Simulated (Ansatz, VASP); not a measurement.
# Two plane-wave programs on Hf2Si

Contents of POSCAR:

```
Hf2Si
1.0
   -3.2753522240      3.2753522240      2.5828233930
    3.2753522240     -3.2753522240      2.5828233930
    3.2753522240      3.2753522240     -2.5828233930
Hf Si
4 2
Direct
    0.8435136200      0.6564863800      0.5000000000
    0.3435136200      0.8435136200      0.1870272400
    0.1564863800      0.3435136200      0.5000000000
    0.6564863800      0.1564863800      0.8129727600
    0.7500000000      0.7500000000      0.0000000000
    0.2500000000      0.2500000000      0.0000000000
```

The input INCAR.step1:

```
PREC = Accurate
ENCUT = 520
ISMEAR = 0
SIGMA = 0.1
LREAL = F
LASPH = T
NELM = 60
NBANDS = 33
GGA = PE
ALGO = Normal
EDIFF = 1E-4
LWAVE = T
LCHARG = F
```

Contents of INCAR.step2:

```
PREC = Accurate
ENCUT = 520
EDIFF = 1E-6
ISMEAR = 0
SIGMA = 0.1
LREAL = F
LASPH = T
NELM = 60
ALGO = Normal
ISIF = 2
LWAVE = F
LCHARG = F
METAGGA = R2SCAN
LMIXTAU = T
NBANDS = 33
ISTART = 1
```

KPOINTS

```
regular mesh
0
Gamma
  2 2 2
```

Input for Ansatz:

```yaml
crystal:
  lattice:
    - [-3.275352224, 3.275352224, 2.582823393]
    - [3.275352224, -3.275352224, 2.582823393]
    - [3.275352224, 3.275352224, -2.582823393]
  atoms:
    - { symbol: Hf, position: [0.84351362, 0.65648638, 0.5] }
    - { symbol: Hf, position: [0.34351362, 0.84351362, 0.18702724] }
    - { symbol: Hf, position: [0.15648638, 0.34351362, 0.5] }
    - { symbol: Hf, position: [0.65648638, 0.15648638, 0.81297276] }
    - { symbol: Si, position: [0.75, 0.75, 0.0] }
    - { symbol: Si, position: [0.25, 0.25, 0.0] }
basis:
  ecutwfc: 500
kpoints:
  mp_grid: { grid: [2, 2, 2] }
hamiltonian:
  xc: r2scan
scf:
  occupations: { method: gaussian, width: 0.1 }
output:
  forces: true
  stress: true
  eigenvalues: true
```

Alike in both runs: task single point; functional r2SCAN; k mesh 2 × 2 × 2; occupations gaussian, width 0.1 eV; no spin polarisation.

```csv
,VASP,Ansatz
version,VASP 6.6.1,Ansatz 0.2.0
potentials or method,"VASP PAW PBE potentials, release 64 (Hf_pv, Si), cutoff 520 eV","scalar-relativistic, plane waves, PAW"
valence electrons in the cell,48,112
```

Ansatz gave:

| Property | Result |
| --- | --- |
| gap on the k mesh at the Fermi level (eV) | none |
| pressure (GPa) | 0.3 |
| traceless stress, the component that is largest in VASP (GPa) | 5.48 |
| rms of the force components (eV/Å) | 0.084 |

Q: Which values does VASP return?

A: gap on the k mesh at the Fermi level (eV): none; pressure (GPa): -0.2; traceless stress, the component that is largest in VASP (GPa): 5.51; rms of the force components (eV/Å): 0.085.

VASP's potentials were made for PBE, not for r2SCAN. Atom by atom the forces differ by 0.001 eV/Å (rms over components). A gap of «none» marks a metal or a gap that the smearing closes. VASP's potentials hold 48 valence electrons a cell and Ansatz's 112, so a difference there can come from the potentials and not from the codes.

The k mesh is coarse, so the values compare programs but aren't converged. Spin-orbit coupling is off throughout.
